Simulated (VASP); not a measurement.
Here is a VASP 6.6.1 calculation.

Contents of INCAR:

```
SYSTEM = AlFe
ALGO = Normal ; EDIFF = 1E-6
ENCUT = 520 ; GGA = CA
ISIF = 2 ; ISMEAR = 0
ISPIN = 2 ; LASPH = .True.
LCHARG = .False. ; LMAXMIX = 4
LORBIT = 11 ; LREAL = .False.
LWAVE = .False. ; MAGMOM = 0 0.84
NBANDS = 16 ; NELM = 150
PREC = Accurate ; SIGMA = 0.05
```

Contents of KPOINTS:

```
k-points
0
Gamma
  10 10 10
  0 0 0
```

The input POSCAR:

```
AlFe
1.0
    2.9100011415      0.0000000000      0.0000000000
    0.0000000000      2.9100011415      0.0000000000
    0.0000000000      0.0000000000      2.9100011415
Al Fe
1 1
Direct
    0.0000000000      0.0000000000      0.0000000000
    0.5000000000      0.5000000000      0.5000000000
```

Potentials or basis: VASP PAW LDA potentials, release 64 (Al, Fe).

Command:

```sh
$ cat potpaw_LDA.64/Al/POTCAR potpaw_LDA.64/Fe/POTCAR > POTCAR
$ mpirun -np 1 vasp_std > vasp.out
```

(1) What does it give for the net moment?

(2) Estimate the site moments.

## Answers

(1) 0.73 μB per cell.

(2) Al -0.02; Fe +0.76 μB.

Caveat: the cell stands under tension.
